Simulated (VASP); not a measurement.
Write the native input for VASP 6.6.1 that does the following.

| Item | Value |
| --- | --- |
| Task | single point |
| Functional | PBE |
| Potentials or basis | VASP PAW PBE potentials, release 64 (Na_pv, S) |
| Cutoff | 520 eV |
| k mesh | 3 × 3 × 4 |
| Occupations | gaussian, width 0.1 eV |
| Spin | no spin polarisation |
| Dipole correction | no |
| Further INCAR settings | ALGO = Normal; EDIFF = 1e-06; NBANDS = 28 |

The structure of NaS5 lies in POSCAR:

```
NaS5
1.0
    5.9556825300      0.0000000000      0.0000000000
   -2.9778412600      5.1577723700      0.0000000000
    0.0000000000      0.0000000000      4.8461685200
Na S
1 5
Direct
    0.0000000000      0.0000000000      0.0000000000
    0.3333333300      0.6666666700      0.0000000000
    0.6666666700      0.3333333300      0.0000000000
    0.5000000000      0.0000000000      0.5000000000
    0.5000000000      0.5000000000      0.5000000000
    0.0000000000      0.5000000000      0.5000000000
```

One way to write it, as run:

INCAR

```
SYSTEM = NaS5
PREC     = Accurate       ! precision mode
ENCUT    = 520            ! plane-wave cutoff, eV
EDIFF    = 1E-6           ! SCF threshold, eV
ISMEAR   = 0              ! smearing method
SIGMA    = 0.1            ! smearing width, eV
LREAL    = .FALSE.        ! projectors in reciprocal space
LASPH    = .TRUE.         ! aspherical terms in the spheres
NELM     = 60             ! most SCF steps
ALGO     = Normal         ! electronic algorithm
ISIF     = 2              ! what is computed and relaxed
LWAVE    = .FALSE.        ! write WAVECAR
LCHARG   = .FALSE.        ! write CHGCAR
GGA      = PE             ! functional
NBANDS   = 28             ! bands
```

KPOINTS

```
Automatic mesh
0
G
  3 3 4
  0 0 0
```

Potentials or basis: VASP PAW PBE potentials, release 64 (Na_pv, S).

Run with:

```bash
$ cat potpaw_PBE.64/Na_pv/POTCAR potpaw_PBE.64/S/POTCAR > POTCAR
$ mpirun -np 1 vasp_std > vasp.out
```

It gave:

```yaml
Pressure: -8.3 GPa
```

Caveat: the k points lie up to 0.41 Å⁻¹ apart.

Wall time 25 s on 1 thread of Intel(R) Xeon(R) Platinum 8488C (Sapphire Rapids), on a shared host, peak memory 0.27 GiB.
